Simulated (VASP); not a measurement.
# CdSe (F-43m) in VASP: single point with PBE0

Aim: the single point of CdSe with PBE0.

All numbers are computed with VASP 6.6.1; they aren't measurements. Logs are shortened: lines on timing, memory, paths and dates and some standing lists are left out, and cuts for length are marked.

### Step 1. The cell of the first run

The structure is cubic, space group F-43m (No. 216). Conventional cell: a = 6.136 Å, b = 6.136 Å, c = 6.136 Å, α = 90.00°, β = 90.00°, γ = 90.00°. Cd (site symmetry -43m) has 4 Se at 2.66 Å within 3.5 Å. Within 3.5 Å of Se (site symmetry -43m) lie 4 Cd at 2.66 Å.

### Step 2. Single point, PBE0

Input file POSCAR:

```
CdSe
1.0
    0.0000000000      3.0678016992      3.0678016992
    3.0678016992      0.0000000000      3.0678016992
    3.0678016992      3.0678016992      0.0000000000
Cd Se
1 1
Direct
    0.0000000000      0.0000000000      0.0000000000
    0.7500000000      0.7500000000      0.7500000000
```

Input file INCAR.step1:

```
SYSTEM = CdSe
  PREC = Accurate
  ENCUT = 520
  EDIFF = 1E-5
  ISMEAR = 0
  SIGMA = 0.01
  LREAL = .FALSE.
  LASPH = .TRUE.
  NELM = 80
  ALGO = Normal
  ISIF = 2
  LWAVE = .TRUE.
  NBANDS = 16
  GGA = PE
```

Input file INCAR.step2:

```
SYSTEM = CdSe
  PREC = Accurate
  ENCUT = 520
  EDIFF = 1E-6
  ISMEAR = 0
  SIGMA = 0.01
  LREAL = .FALSE.
  LASPH = .TRUE.
  NELM = 80
  ALGO = Normal
  ISIF = 2
  LWAVE = .FALSE.
  LCHARG = .TRUE.
  GGA = PE
  LHFCALC = .TRUE.
  AEXX = 0.25
  PRECFOCK = Normal
  LELF = .TRUE.
  LVHAR = .TRUE.
  NBANDS = 16
  ISTART = 1
```

Input file KPOINTS:

```
Automatic mesh
0
G
  6 6 6
  0 0 0
```

Potentials or basis: VASP PAW PBE potentials, release 64 (Cd, Se).

On the command line:

```console
> cat potpaw_PBE.64/Cd/POTCAR potpaw_PBE.64/Se/POTCAR > POTCAR
> cp INCAR.step1 INCAR
> mpirun -np 1 vasp_std > vasp.out
> cp INCAR.step2 INCAR
> mpirun -np 1 vasp_std > vasp.out
```

OUTCAR:

```text
SYSTEM = CdSe
   PREC = Accurate
   ENCUT = 520
   EDIFF = 1E-6
   ISMEAR = 0
   LREAL = .FALSE.
   LASPH = .TRUE.
   NELM = 80
   ISIF = 2
   GGA = PE
   LHFCALC = .TRUE.
   AEXX = 0.25
   PRECFOCK = Normal
   ISTART = 1

 ion  position               nearest neighbor table
   1  0.000  0.000  0.000-   2 2.66   2 2.66   2 2.66   2 2.66
   2  0.750  0.750  0.750-   1 2.66   1 2.66   1 2.66   1 2.66

  LATTYP: Found a face centered cubic cell.
 ALAT       =     6.1356033984

  Lattice vectors:

 A1 = (   0.0000000000,   3.0678016992,   3.0678016992)
 A2 = (   3.0678016992,   0.0000000000,   3.0678016992)
 A3 = (   3.0678016992,   3.0678016992,   0.0000000000)

Analysis of symmetry for initial positions (statically):
=====================================================================
 Subroutine PRICEL returns:
 Original cell was already a primitive cell.

 Routine SETGRP: Setting up the symmetry group for a
 face centered cubic supercell.

 Subroutine GETGRP returns: Found 24 space group operations
 (whereof 24 operations were pure point group operations)
 out of a pool of 48 trial point group operations.

The static configuration has the point symmetry T_d .

Analysis of symmetry for dynamics (positions and initial velocities):
=====================================================================
 Subroutine PRICEL returns:
 Original cell was already a primitive cell.

 Routine SETGRP: Setting up the symmetry group for a
 face centered cubic supercell.

 Subroutine GETGRP returns: Found 24 space group operations
 (whereof 24 operations were pure point group operations)
 out of a pool of 48 trial point group operations.

The dynamic configuration has the point symmetry T_d .

 Subroutine INISYM returns: Found 24 space group operations
 (whereof 24 operations are pure point group operations),
 and found     1 'primitive' translations

----------------------------------------------------------------------------------------

                                     Primitive cell

  volume of cell :      57.7447

  direct lattice vectors                    reciprocal lattice vectors
     0.000000000  3.067801699  3.067801699    -0.162983155  0.162983155  0.162983155
     3.067801699  0.000000000  3.067801699     0.162983155 -0.162983155  0.162983155
     3.067801699  3.067801699  0.000000000     0.162983155  0.162983155 -0.162983155
[... 81 lines left out ...]
   ISIF   =      2    stress and relaxation
   ISYM   =      3    0-nonsym 1-usesym 2-fastsym
   POTIM  = 0.5000    time-step for ionic-motion
   TEBEG  =    0.0;   TEEND  =   0.0 temperature during run
   PSTRESS=    0.0 pullay stress
   NELECT =      18.0000    total number of electrons
   NUPDOWN=      -1.0000    fix difference up-down
   EMIN   =  10.00;   EMAX   =-10.00  energy-range for DOS
   EFERMI =   0.00;   METHOD = LEGACY
   ISMEAR =     0;   SIGMA  =   0.01  broadening in eV -4-tet -1-fermi 0-gaus
   EFERMI_NEDOS =   21; number of points for ismear=-14 and -15
   IALGO  =     38    algorithm
   IMIX   =      1    mixing-type and parameters
     AMIX     =   0.40;   BMIX     =  1.00
     AMIX_MAG =   1.60;   BMIX_MAG =  1.00
  volume/ion in A,a.u.               =      28.87       194.84
  Fermi-wavevector in a.u.,A,eV,Ry     =   1.110014  2.097622 16.764155  1.232131
  Thomas-Fermi vector in A             =   2.246560
   LORBIT       =      0    0 simple, 1 ext, 2 COOP (PROOUT), +10 PAW based schemes
   GGA     = PE    functional components
   LHFCALC =     T    Hartree Fock is set to
   PRECFOCK=normal    Normal, Fast or Accurate (Low or Medium for compatibility)
   ENCUT4O =  -1.0   cutoff for four orbital integrals eV
   NKREDX  =     1    reduce k-point grid by
   NKREDY  =     1    reduce k-point grid by
   NKREDZ  =     1    reduce k-point grid by
   AEXX    =    0.2500 exact exchange contribution
   HFSCREEN=    0.0000 screening length (either q_TF or 0.3 A-1)
   HFSCREENC=   0.0000 screening length for correlation (either q_TF or 0.3 A-1)
   ENCUTFOCK=  -1.0 apply spherical cutoff to Coloumb kernel
   IVDW    =     0    specifies the selected vdW correction
   LEPSILON=     F    determine dielectric tensor
   LRPA    =     F    only Hartree local field effects (RPA)
 non-spin polarized calculation
 Gauss-broadening in eV      SIGMA  =   0.01
  energy-cutoff  :      520.00
  volume of cell :       57.74
 maximum number of plane-waves:      1588
  NGX = 28; NGY = 28; NGZ = 28

 number of electron      18.0000008 magnetization

 Free energy of the ion-electron system (eV)
  ---------------------------------------------------
  ext. energy  EPLUGINS =         0.00000000
  ---------------------------------------------------
  free energy    TOTEN  =        -7.39607444 eV

  energy without entropy =       -7.39607444  energy(sigma->0) =       -7.39607444

 E-fermi :  -0.1003     XC(G=0):  -6.9268

 val. band max:       -0.2076628922   @ k =   0.0000   0.0000   0.0000
 cond. band min:       1.9021235262   @ k =   0.0000   0.0000   0.0000
 fundamental gap:      2.1097864184
 Fermi energy:        -0.1003422649

 k-point     1 :       0.0000    0.0000    0.0000
  band No.  band energies     occupation
      1     -13.8373      2.00000
      2      -9.3332      2.00000
      3      -9.3332      2.00000
      4      -9.3332      2.00000
      5      -8.9834      2.00000
      6      -8.9834      2.00000
[... 281 lines left out ...]
      3      -9.1472      2.00000
      4      -9.0439      2.00000
      5      -8.9596      2.00000
      6      -8.5028      2.00000
[... 8 lines left out ...]
     15      14.4431      0.00000
     16      14.6930      0.00000

------------------------ aborting loop because EDIFF is reached ----------------------------------------

  FORCE on cell =-STRESS in cart. coord.  units (eV):
  Direction    XX          YY          ZZ          XY          YZ          ZX
  --------------------------------------------------------------------------------------
  -------------------------------------------------------------------------------------
  Total        0.0799969      0.0799969      0.0799969      0.0000000      0.0000000      0.0000000
  in kB        2.2195853      2.2195853      2.2195853      0.0000000      0.0000000      0.0000000
  external PRESSURE =       2.2195853 kB  Pullay stress =       0.0000000 kB

 VOLUME and BASIS-vectors are now :
 -----------------------------------------------------------------------------
  energy-cutoff  :      520.00
  volume of cell :       57.74
      direct lattice vectors                 reciprocal lattice vectors
     0.000000000  3.067801699  3.067801699    -0.162983155  0.162983155  0.162983155
     3.067801699  0.000000000  3.067801699     0.162983155 -0.162983155  0.162983155
     3.067801699  3.067801699  0.000000000     0.162983155  0.162983155 -0.162983155

 POSITION                                       TOTAL-FORCE (eV/Angst)
 -----------------------------------------------------------------------------------
      0.00000      0.00000      0.00000        -0.000000     -0.000000     -0.000000
      4.60170      4.60170      4.60170         0.000000      0.000000      0.000000
 -----------------------------------------------------------------------------------
    total drift:                               -0.000025     -0.000025     -0.000017

  FREE ENERGIE OF THE ION-ELECTRON SYSTEM (eV)
  ---------------------------------------------------
  free  energy   TOTEN  =        -7.3960744423 eV

  energy  without entropy=       -7.3960744423  energy(sigma->0) =       -7.39607444
```

OUTCAR.step1:

```text
SYSTEM = CdSe
   PREC = Accurate
   ENCUT = 520
   EDIFF = 1E-5
   ISMEAR = 0
   LREAL = .FALSE.
   LASPH = .TRUE.
[... 514 lines left out ...]
      0.00000      0.00000      0.00000        -0.000000     -0.000000      0.000000
      4.60170      4.60170      4.60170         0.000000      0.000000     -0.000000
 -----------------------------------------------------------------------------------
    total drift:                                0.000000      0.000000      0.000000

  FREE ENERGIE OF THE ION-ELECTRON SYSTEM (eV)
  ---------------------------------------------------
  free  energy   TOTEN  =        -5.4851135506 eV

  energy  without entropy=       -5.4851135506  energy(sigma->0) =       -5.48511355
```

OSZICAR.step1:

```text
N       E                     dE             d eps       ncg     rms          rms(c)
DAV:   1     0.107526034262E+03    0.10753E+03   -0.87396E+03   512   0.100E+03
DAV:   2    -0.171793060184E+01   -0.10924E+03   -0.10296E+03   616   0.247E+02
DAV:   3    -0.584850870636E+01   -0.41306E+01   -0.41248E+01   656   0.502E+01
DAV:   4    -0.586581395350E+01   -0.17305E-01   -0.17304E-01   608   0.322E+00
DAV:   5    -0.586592745951E+01   -0.11351E-03   -0.11351E-03   672   0.228E-01    0.589E+00
DAV:   6    -0.550556366830E+01    0.36036E+00   -0.54550E-01   728   0.869E+00    0.471E+00
DAV:   7    -0.548383349958E+01    0.21730E-01   -0.14145E-01   576   0.250E+00    0.204E+00
DAV:   8    -0.548479172474E+01   -0.95823E-03   -0.13212E-02   552   0.138E+00    0.248E-01
DAV:   9    -0.548499468930E+01   -0.20296E-03   -0.14125E-03   584   0.476E-01    0.467E-02
DAV:  10    -0.548506291556E+01   -0.68226E-04   -0.15489E-04   656   0.154E-01    0.435E-02
DAV:  11    -0.548511374461E+01   -0.50829E-04   -0.83590E-05   568   0.573E-02    0.164E-02
DAV:  12    -0.548511355060E+01    0.19402E-06   -0.17532E-06   432   0.160E-02
   1 F= -.54851136E+01 E0= -.54851136E+01  d E =-.120000E-14
```

Run time: 43 min. Hardware: 1 thread of Intel Xeon 6975P-C (Granite Rapids), shared host; peak memory 0.22 GiB.

Results:

| Property | Result |
| --- | --- |
| Free energy | -7.3961 eV |
| Pressure | 0.2 GPa |
| Band gap on the k mesh | 2.11 eV |

Caveat: the PAW data sets were made with another functional, which shifts forces and pressure a little.
